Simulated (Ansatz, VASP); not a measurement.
Si5As3 in VASP and in Ansatz

The input INCAR:

```
ALGO     = Normal         # electronic algorithm
EDIFF    = 1E-6           # SCF threshold, eV
EDIFFG   = -0.01          # ionic threshold
ENCUT    = 600            # plane-wave cutoff, eV
GGA      = PE             # functional
IBRION   = 2              # ionic algorithm
ISIF     = 3              # what is computed and relaxed
ISMEAR   = 0              # smearing method
LASPH    = T              # aspherical terms in the spheres
LCHARG   = F              # write CHGCAR
LREAL    = F              # projectors in reciprocal space
LWAVE    = F              # write WAVECAR
NELM     = 60             # most SCF steps
NSW      = 100            # ionic steps
PREC     = Accurate       # precision mode
SIGMA    = 0.1            # smearing width, eV
```

KPOINTS

```
k-points
0
Gamma
  8 8 8
```

File POSCAR:

```
Si5As3
1.0
   -3.2113406588      3.2113406588      3.2113406588
    3.2113406588     -3.2113406588      3.2113406588
    3.2113406588      3.2113406588     -3.2113406588
Si As
5 3
Direct
    0.5000000000      0.5000000000      0.5000000000
    0.0000000000      0.0000000000      0.5000000000
    0.0000000000      0.5000000000      0.0000000000
    0.5000000000      0.0000000000      0.0000000000
    0.0000000000      0.0000000000      0.0000000000
    0.0000000000      0.5000000000      0.5000000000
    0.5000000000      0.0000000000      0.5000000000
    0.5000000000      0.5000000000      0.0000000000
```

Input for Ansatz:

```yaml
crystal:
  lattice:
    - [-3.2113406588, 3.2113406588, 3.2113406588]
    - [3.2113406588, -3.2113406588, 3.2113406588]
    - [3.2113406588, 3.2113406588, -3.2113406588]
  atoms:
    - { symbol: Si, position: [0.5, 0.5, 0.5] }
    - { symbol: Si, position: [0.0, 0.0, 0.5] }
    - { symbol: Si, position: [0.0, 0.5, 0.0] }
    - { symbol: Si, position: [0.5, 0.0, 0.0] }
    - { symbol: Si, position: [0.0, 0.0, 0.0] }
    - { symbol: As, position: [0.0, 0.5, 0.5] }
    - { symbol: As, position: [0.5, 0.0, 0.5] }
    - { symbol: As, position: [0.5, 0.5, 0.0] }
basis:
  ecutwfc: 420
kpoints:
  mp_grid: { grid: [8, 8, 8] }
hamiltonian:
  xc: pbe
scf:
  occupations: { method: gaussian, width: 0.1 }
output:
  forces: true
  stress: true
  eigenvalues: true
relax:
  adjacent_minimum: "off"
  f_tol: 0.01
  max_steps: 80
  cell: { stress_tol: 0.05 }
```

Alike in both runs: task relaxation of cell and atoms; functional PBE; k mesh 8 × 8 × 8; occupations gaussian, width 0.1 eV; no spin polarisation.

|  | VASP | Ansatz |
| --- | --- | --- |
| version | VASP 6.6.1 | Ansatz 0.2.0 |
| potentials or method | VASP PAW PBE potentials, release 64 (Si, As), cutoff 600 eV | scalar-relativistic, plane waves, PAW |
| valence electrons in the cell | 35 | 65 |

|  | VASP | Ansatz | Ansatz less VASP |
| --- | --- | --- | --- |
| gap on the k mesh at the Fermi level, each at its own relaxed structure (eV) | none | none | - |
| relaxed volume (Å³/atom) | 16.48 | 16.46 | -0.020 |
| relaxed cell length with the largest relative difference (Å) | 5.553 | 5.551 | -0.0022 |

A gap of «none» marks a metal or a gap that the smearing closes. VASP's potentials hold 35 valence electrons a cell and Ansatz's 65, so a difference there can come from the potentials and not from the codes.
